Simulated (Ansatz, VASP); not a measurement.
## Al2H in VASP and in Ansatz

INCAR

```
SYSTEM = Al2H
  PREC = Accurate
  ENCUT = 520
  EDIFF = 1E-6
  ISMEAR = 0
  SIGMA = 0.1
  LREAL = .False.
  LASPH = .True.
  NELM = 100
  ALGO = Normal
  ISIF = 2
  LWAVE = .False.
  LCHARG = .False.
  GGA = PE
  NBANDS = 16
```

Contents of KPOINTS:

```
Automatic mesh
0
Gamma
  8 8 8
  0 0 0
```

Contents of POSCAR:

```
Al2H
1.0
   -3.7581693282      0.0000000000      0.0000000000
   -1.8790846641     -1.8790846641      3.9806496718
   -1.8790846641      5.6372539923      3.9806496718
Al H
4 2
Direct
    0.2149829996      0.1775255006      0.3925085002
    0.2149829996      0.6775255006      0.8925085002
    0.7850170004      0.3224744994      0.1074914998
    0.7850170004      0.8224744994      0.6074914998
    0.0000000000      0.0000000000      0.0000000000
    0.0000000000      0.5000000000      0.5000000000
```

Input for Ansatz:

```yaml
crystal:
  lattice:
    - [-3.7581693282, 0.0, 0.0]
    - [-1.8790846641, -1.8790846641, 3.9806496718]
    - [-1.8790846641, 5.6372539923, 3.9806496718]
  atoms:
    - { symbol: Al, position: [0.2149829996, 0.1775255006, 0.3925085002] }
    - { symbol: Al, position: [0.2149829996, 0.6775255006, 0.8925085002] }
    - { symbol: Al, position: [0.7850170004, 0.3224744994, 0.1074914998] }
    - { symbol: Al, position: [0.7850170004, 0.8224744994, 0.6074914998] }
    - { symbol: H, position: [0.0, 0.0, 0.0] }
    - { symbol: H, position: [0.0, 0.5, 0.5] }
basis:
  ecutwfc: 420
kpoints:
  mp_grid: { grid: [8, 8, 8] }
hamiltonian:
  xc: pbe
scf:
  occupations: { method: gaussian, width: 0.1 }
output:
  forces: true
  stress: true
  eigenvalues: true
```

Alike in both runs: task single point; functional PBE; k mesh 8 × 8 × 8; occupations gaussian, width 0.1 eV; no spin polarisation.

|  | VASP | Ansatz |
| --- | --- | --- |
| version | VASP 6.6.1 | Ansatz 0.2.0 |
| potentials or method | VASP PAW PBE potentials, release 64 (Al, H), cutoff 520 eV | scalar-relativistic, plane waves, PAW |
| valence electrons in the cell | 14 | 14 |

```tsv
	VASP	Ansatz	Ansatz less VASP
gap on the k mesh at the Fermi level (eV)	none	none	-
pressure (GPa)	-0.1	-0.1	+0.06
traceless stress, the component that is largest in VASP (GPa)	0.44	0.43	-0.011
rms of the force components (eV/Å)	0.005	0.002	-0.0035
```

Atom by atom the forces differ by 0.003 eV/Å (rms over components). A gap of «none» marks a metal or a gap that the smearing closes.
